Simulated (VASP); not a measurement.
# Cu5SnO2 (P-3m1) in VASP: relaxation of shape and atoms at fixed volume with PBE

Aim: the relaxation of shape and atoms at fixed volume of Cu5SnO2 with PBE.

All numbers are computed with VASP 6.6.1; they aren't measurements. Logs are shortened: lines on timing, memory, paths and dates and some standing lists are left out, and cuts for length are marked.

### Step 1. The cell of the first run

The structure is trigonal, space group P-3m1 (No. 164). The conventional cell has a = 3.150 Å, b = 3.150 Å, c = 13.520 Å, α = 90.00°, β = 90.00°, γ = 120.00°. Within 2.9 Å of Cu (site symmetry 3m) lie 1 O at 2.18 Å and 3 Cu at 2.49 Å. Cu (site symmetry 3m) has 12 Cu at 2.49 to 3.15 Å within 3.3 Å. Cu (site symmetry -3m) has 12 Cu at 2.50 to 3.15 Å within 3.3 Å. Within 2.9 Å of Sn (site symmetry -3m) lie 6 O at 2.16 Å. Within 3.0 Å of O (site symmetry 3m) lie 3 Sn at 2.16 Å and 1 Cu at 2.18 Å and 3 O at 2.95 Å.

### Step 2. Relaxation of shape and atoms at fixed volume, PBE (14.52 Å³/atom)

Contents of INCAR:

```
ALGO = Normal
EDIFF = 1E-7
EDIFFG = -0.01
ENCUT = 600
GGA = PE
GGA_COMPAT = False
IBRION = 2
ISIF = 4
ISMEAR = 0
LASPH = True
LCHARG = False
LREAL = False
LWAVE = False
NELM = 120
NELMIN = 4
NSW = 50
PREC = Accurate
SIGMA = 0.1
```

Contents of KPOINTS:

```
k-points
0
Gamma
  12 12 4
```

Contents of POSCAR:

```
Cu5SnO2
1.0
    3.1496401652      0.0000000000      0.0000000000
   -1.5748200826      2.7276683959      0.0000000000
    0.0000000000      0.0000000000     13.5197414157
Cu Sn O
5 1 2
Direct
    0.6666666667      0.3333333333      0.7529191236
    0.3333333333      0.6666666667      0.2470808764
    0.6666666667      0.3333333333      0.3727081113
    0.0000000000      0.0000000000      0.5000000000
    0.3333333333      0.6666666667      0.6272918887
    0.0000000000      0.0000000000      0.0000000000
    0.6666666667      0.3333333333      0.9139546021
    0.3333333333      0.6666666667      0.0860453979
```

Potentials or basis: VASP PAW PBE potentials, release 64 (Cu, Sn_d, O).

Run with:

```console
$ cat potpaw_PBE.64/Cu/POTCAR potpaw_PBE.64/Sn_d/POTCAR potpaw_PBE.64/O/POTCAR > POTCAR
$ mpirun -np 1 vasp_std > vasp.out
```

OUTCAR:

```text
EDIFF = 1E-7
   EDIFFG = -0.01
   ENCUT = 600
   GGA = PE
   IBRION = 2
   ISIF = 4
   ISMEAR = 0
   LASPH = True
   LREAL = False
   NELM = 120
   NELMIN = 4
   NSW = 50
   PREC = Accurate

 ion  position               nearest neighbor table
   1  0.667  0.333  0.753-   7 2.18   5 2.49   5 2.49   5 2.49
   2  0.333  0.667  0.247-   8 2.18   3 2.49   3 2.49   3 2.49
   3  0.667  0.333  0.373-   2 2.49   2 2.49   2 2.49   4 2.50   4 2.50   4 2.50
   4  0.000  0.000  0.500-   3 2.50   5 2.50   3 2.50   5 2.50   3 2.50   5 2.50
   5  0.333  0.667  0.627-   1 2.49   1 2.49   1 2.49   4 2.50   4 2.50   4 2.50
   6  0.000  0.000  0.000-   7 2.16   8 2.16   7 2.16   8 2.16   7 2.16   8 2.16
   7  0.667  0.333  0.914-   6 2.16   6 2.16   6 2.16   1 2.18
   8  0.333  0.667  0.086-   6 2.16   6 2.16   6 2.16   2 2.18

  LATTYP: Found a hexagonal cell.
 ALAT       =     3.1496401652
 C/A-ratio  =     4.2924717449

  Lattice vectors:

 A1 = (   3.1496401652,   0.0000000000,   0.0000000000)
 A2 = (  -1.5748200826,   2.7276683959,   0.0000000000)
 A3 = (   0.0000000000,   0.0000000000,  13.5197414157)

Analysis of symmetry for initial positions (statically):
=====================================================================
 Subroutine PRICEL returns:
 Original cell was already a primitive cell.

 Routine SETGRP: Setting up the symmetry group for a
 hexagonal supercell.

 Subroutine GETGRP returns: Found 12 space group operations
 (whereof 12 operations were pure point group operations)
 out of a pool of 24 trial point group operations.

The static configuration has the point symmetry D_3d.

Analysis of symmetry for dynamics (positions and initial velocities):
=====================================================================
 Subroutine PRICEL returns:
 Original cell was already a primitive cell.

 Routine SETGRP: Setting up the symmetry group for a
 hexagonal supercell.

 Subroutine GETGRP returns: Found 12 space group operations
 (whereof 12 operations were pure point group operations)
 out of a pool of 24 trial point group operations.

The dynamic configuration has the point symmetry D_3d.

 Subroutine INISYM returns: Found 12 space group operations
 (whereof 12 operations are pure point group operations),
 and found     1 'primitive' translations

----------------------------------------------------------------------------------------

                                     Primitive cell

  volume of cell :     116.1505

  direct lattice vectors                    reciprocal lattice vectors
     3.149640165  0.000000000  0.000000000     0.317496586  0.183306739  0.000000000
    -1.574820083  2.727668396  0.000000000     0.000000000  0.366613479  0.000000000
     0.000000000  0.000000000 13.519741416     0.000000000  0.000000000  0.073965912

  length of vectors
     3.149640165  3.149640165 13.519741416     0.366613479  0.366613479  0.073965912

  position of ions in fractional coordinates (direct lattice)
     0.666666667  0.333333333  0.752919124
     0.333333333  0.666666667  0.247080876
     0.666666667  0.333333333  0.372708111
     0.000000000  0.000000000  0.500000000
     0.333333333  0.666666667  0.627291889
     0.000000000  0.000000000  0.000000000
     0.666666667  0.333333333  0.913954602
     0.333333333  0.666666667  0.086045398

  ion indices of the primitive-cell ions
   primitive index   ion index
                 1           1
                 2           2
                 3           3
                 4           4
                 5           5
                 6           6
                 7           7
                 8           8

----------------------------------------------------------------------------------------

 KPOINTS: k-points

Automatic generation of k-mesh.
 Grid dimensions read from file:
 generate k-points for:   12   12    4

 Generating k-lattice:

  Cartesian coordinates                     Fractional coordinates (reciprocal lattice)
     0.026458049  0.015275562  0.000000000     0.083333333  0.000000000  0.000000000
     0.000000000  0.030551123  0.000000000     0.000000000  0.083333333  0.000000000
     0.000000000  0.000000000  0.018491478     0.000000000  0.000000000  0.250000000

  Length of vectors
     0.030551123  0.030551123  0.018491478

  Shift w.r.t. Gamma in fractional coordinates (k-lattice)
     0.000000000  0.000000000  0.000000000

 Subroutine IBZKPT returns following result:
 ===========================================

 Found     69 irreducible k-points:

 Following reciprocal coordinates:
            Coordinates               Weight
  0.000000  0.000000  0.000000      1.000000
  0.083333  0.000000  0.000000      6.000000
  0.166667  0.000000  0.000000      6.000000
  0.250000  0.000000  0.000000      6.000000
  0.333333  0.000000  0.000000      6.000000
  0.416667  0.000000  0.000000      6.000000
[... 16 lines left out ...]
  0.166667  0.000000  0.250000      6.000000
  0.000000  0.166667  0.250000      6.000000
 [... further k-points ...]
   k-points           NKPTS =     69   k-points in BZ     NKDIM =     69   number of bands    NBANDS=     48
   number of dos      NEDOS =    301   number of ions     NIONS =      8
   total plane-waves  NPLWV =  84672
   dimension x,y,z NGX =    28 NGY =   28 NGZ =  108
   dimension x,y,z NGXF=    56 NGYF=   56 NGZF=  216
   ions per type =               5   1   2
   NGX,Y,Z   is equivalent  to a cutoff of  14.78, 14.78, 13.28 a.u.
   NGXF,Y,Z  is equivalent  to a cutoff of  29.56, 29.56, 26.56 a.u.
 SYSTEM =  unknown system
   PREC   = accura    normal or accurate (medium, high low for compatibility)
   ISTART =      0    job   : 0-new  1-cont  2-samecut
   ICHARG =      2    charge: 1-file 2-atom 10-const
   ISPIN  =      1    spin polarized calculation?
   LNONCOLLINEAR =      F non collinear calculations
   LSORBIT =      F    spin-orbit coupling
   LASPH  =      T    aspherical Exc in radial PAW
   ENCUT  =  600.0 eV  44.10 Ry    6.64 a.u.   6.29  6.29 27.00*2*pi/ulx,y,z
   NELM   =    120;   NELMIN=  4; NELMDL= -5     # of ELM steps
   EDIFF  = 0.1E-06   stopping-criterion for ELM
   LREAL  =      F    real-space projection
   EDIFFG = -.1E-01   stopping-criterion for IOM
   NSW    =     50    number of steps for IOM
   IBRION =      2    ionic relax: 0-MD 1-quasi-New 2-CG
   NFREE  =      1    steps in history (QN), initial steepest desc. (CG)
   ISIF   =      4    stress and relaxation
   ISYM   =      2    0-nonsym 1-usesym 2-fastsym
   POTIM  = 0.5000    time-step for ionic-motion
   TEBEG  =    0.0;   TEEND  =   0.0 temperature during run
   PSTRESS=    0.0 pullay stress
   NELECT =      81.0000    total number of electrons
   NUPDOWN=      -1.0000    fix difference up-down
   EMIN   =  10.00;   EMAX   =-10.00  energy-range for DOS
   EFERMI =   0.00;   METHOD = LEGACY
   ISMEAR =     0;   SIGMA  =   0.10  broadening in eV -4-tet -1-fermi 0-gaus
   EFERMI_NEDOS =   21; number of points for ismear=-14 and -15
   IALGO  =     38    algorithm
   IMIX   =      4    mixing-type and parameters
     AMIX     =   0.40;   BMIX     =  1.00
     AMIX_MAG =   1.60;   BMIX_MAG =  1.00
  volume/ion in A,a.u.               =      14.52        97.98
  Fermi-wavevector in a.u.,A,eV,Ry     =   1.451765  2.743437 28.675918  2.107620
  Thomas-Fermi vector in A             =   2.569224
   LORBIT       =      0    0 simple, 1 ext, 2 COOP (PROOUT), +10 PAW based schemes
   GGA     = PE    functional components
   LHFCALC =     F    Hartree Fock is set to
   AEXX    =    0.0000 exact exchange contribution
   IVDW    =     0    specifies the selected vdW correction
   LEPSILON=     F    determine dielectric tensor
   LRPA    =     F    only Hartree local field effects (RPA)
 conjugate gradient relaxation of ions
 non-spin polarized calculation
 Gauss-broadening in eV      SIGMA  =   0.10
  energy-cutoff  :      600.00
  volume of cell :      116.15
 maximum number of plane-waves:      3907
 NGX is ok and might be reduce to    28
   NGX = 13   NGY = 13   NGZ = 55

--------------------------------------- Ionic step        1  -------------------------------------------

 number of electron      80.9999997 magnetization

 Free energy of the ion-electron system (eV)
  ---------------------------------------------------
  ext. energy  EPLUGINS =         0.00000000
  ---------------------------------------------------
  free energy    TOTEN  =       -34.03020023 eV

  energy without entropy =      -34.02437614  energy(sigma->0) =      -34.02728819

------------------------ aborting loop because EDIFF is reached ----------------------------------------

  FORCE on cell =-STRESS in cart. coord.  units (eV):
  Direction    XX          YY          ZZ          XY          YZ          ZX
  --------------------------------------------------------------------------------------
  -------------------------------------------------------------------------------------
  Total       -1.7176602     -1.7176602     -2.2108980      0.0000000     -0.0000000      0.0000000
  in kB      -23.6933754    -23.6933754    -30.4970888      0.0000000     -0.0000000      0.0000000
  external PRESSURE =     -25.9612799 kB  Pullay stress =       0.0000000 kB
[... 321 lines left out ...]
  energy  without entropy=      -34.0290645691  energy(sigma->0) =      -34.03197063

--------------------------------------- Ionic step        9  -------------------------------------------

 number of electron      80.9999987 magnetization

 Free energy of the ion-electron system (eV)
  ---------------------------------------------------
  ext. energy  EPLUGINS =         0.00000000
  ---------------------------------------------------
  free energy    TOTEN  =       -34.03493674 eV

  energy without entropy =      -34.02913756  energy(sigma->0) =      -34.03203715

 E-fermi :   6.0291     XC(G=0): -11.0356

 val. band max:        6.0085806113   @ k =   0.4167   0.1667   0.5000
 cond. band min:       6.0308694510   @ k =   0.1667   0.0833   0.2500
 fundamental gap:      0.0222888397
 Fermi energy:         6.0290895978

 k-point     1 :       0.0000    0.0000    0.0000
  band No.  band energies     occupation
      1     -17.5885      2.00000
      2     -17.5214      2.00000
      3     -17.5214      2.00000
      4     -17.2876      2.00000
      5     -17.2876      2.00000
      6     -15.8606      2.00000
[... 1213 lines left out ...]
     47      12.6210      0.00000
     48      13.8420      0.00000

 [... further k-points ...]

------------------------ aborting loop because EDIFF is reached ----------------------------------------

  FORCE on cell =-STRESS in cart. coord.  units (eV):
  Direction    XX          YY          ZZ          XY          YZ          ZX
  --------------------------------------------------------------------------------------
  -------------------------------------------------------------------------------------
  Total       -1.5496895     -1.5496895     -1.5232491      0.0000000      0.0000000      0.0000000
  in kB      -21.3763900    -21.3763900    -21.0116716      0.0000000      0.0000000      0.0000000
  external PRESSURE =     -21.2548172 kB  Pullay stress =       0.0000000 kB
[... 23 lines left out ...]
  FREE ENERGIE OF THE ION-ELECTRON SYSTEM (eV)
  ---------------------------------------------------
  free  energy   TOTEN  =       -34.0349367428 eV

  energy  without entropy=      -34.0291375597  energy(sigma->0) =      -34.03203715

 reached required accuracy - stopping structural energy minimisation
```

Wall time 46 min (1 thread of Intel Xeon Platinum 8488C (Sapphire Rapids), shared host); peak memory 0.58 GiB.

What came out:

| Property | Result |
| --- | --- |
| Free energy | -34.0349 eV |
| Energy gained by relaxing | 0.6 meV/atom |
| Ionic steps | 9 |
| Pressure after relaxing | -2.1 GPa |
| Largest force after relaxing | 0.004 eV/Å |
| Band gap on the k mesh | zero (an odd number of electrons rules out a gap without spin polarisation) |

Forces on the atoms (eV/Å):
```
Cu   0.000  0.000 -0.003
Cu   0.000  0.000  0.003
Cu   0.000  0.000  0.004
Cu   0.000  0.000  0.000
Cu   0.000  0.000 -0.004
Sn   0.000  0.000  0.000
O    0.000  0.000  0.003
O    0.000  0.000 -0.003
```

Step by step:
```csv
step,energy change (eV),largest force (eV/Å),pressure (GPa),volume (Å³)
1,0.0000,0.1473,-2.60,116.15
2,-0.0026,0.0881,-2.45,116.15
3,-0.0043,0.0241,-2.18,116.15
4,-0.0043,0.0237,-2.15,116.15
5,-0.0044,0.0189,-2.13,116.15
6,-0.0046,0.0148,-2.13,116.15
7,-0.0047,0.0194,-2.12,116.15
8,-0.0047,0.0179,-2.16,116.15
9,-0.0047,0.0037,-2.13,116.15
```

Final structure:
```
Cu Sn O
1.0
     3.16223    0.00000    0.00000
    -1.58112    2.73858    0.00000
     0.00000    0.00000   13.41226
Cu Sn O
5 1 2
Direct
  0.66667 0.33333 0.75199
  0.33333 0.66667 0.24801
  0.66667 0.33333 0.37304
  0.00000 0.00000 0.50000
  0.33333 0.66667 0.62696
  0.00000 0.00000 0.00000
  0.66667 0.33333 0.91519
  0.33333 0.66667 0.08481
```

Caveat: spin-orbit coupling is left out, which moves the levels of the heavy elements.

The gap in the log of VASP goes by the Fermi energy; the results here count the filled bands.